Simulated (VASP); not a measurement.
Input of a VASP 6.6.1 run:

The input INCAR:

```
PREC = Accurate
ENCUT = 600
EDIFF = 1E-7
ISMEAR = 0
SIGMA = 0.1
LREAL = False
LASPH = True
NELM = 60
ALGO = Fast
ISIF = 3
LWAVE = False
LCHARG = False
GGA = PE
IBRION = 2
NSW = 100
EDIFFG = -0.005
```

KPOINTS

```
Automatic mesh
0
Gamma
  18 18 8
```

The input POSCAR:

```
Zr
1.0
    3.2050700000      0.0000000000      0.0000000000
   -1.6025350000      2.7756720000      0.0000000000
    0.0000000000      0.0000000000      5.2338570000
Zr
2
Direct
    0.0000000000      0.0000000000      0.0000000000
    0.3333333300      0.6666666700      0.5000000000
```

Potentials or basis: VASP PAW PBE potentials, release 64 (Zr_sv).

Run with:

```console
$ cat potpaw_PBE.64/Zr_sv/POTCAR > POTCAR
$ mpirun -np 1 vasp_std > vasp.out
```

Q: Predict the relaxed cell.

A: a = 3.233 Å, b = 3.233 Å, c = 5.169 Å, α = 90.00°, β = 90.00°, γ = 120.00°.

Q: Estimate the relaxed volume.

A: 23.40 Å³/atom.

Q: What does it give for the space group after relaxing (to 0.05 Å)?

A: P6_3/mmc (No. 194).

Q: What does it give for the band gap on the k mesh?

A: Zero (band 12 reaches 9.88 eV, above the bottom of band 13 at 8.70 eV).

Step by step:
| step | energy change (eV) | largest force (eV/Å) | pressure (GPa) | volume (Å³) |
| --- | --- | --- | --- | --- |
| 1 | 0.0000 | 0.0000 | 0.37 | 46.56 |
| 2 | -0.0036 | 0.0000 | -0.29 | 46.92 |
| 3 | -0.0038 | 0.0000 | -0.46 | 47.03 |
| 4 | -0.0041 | 0.0000 | 0.32 | 46.64 |
| 5 | -0.0043 | 0.0000 | 0.02 | 46.80 |
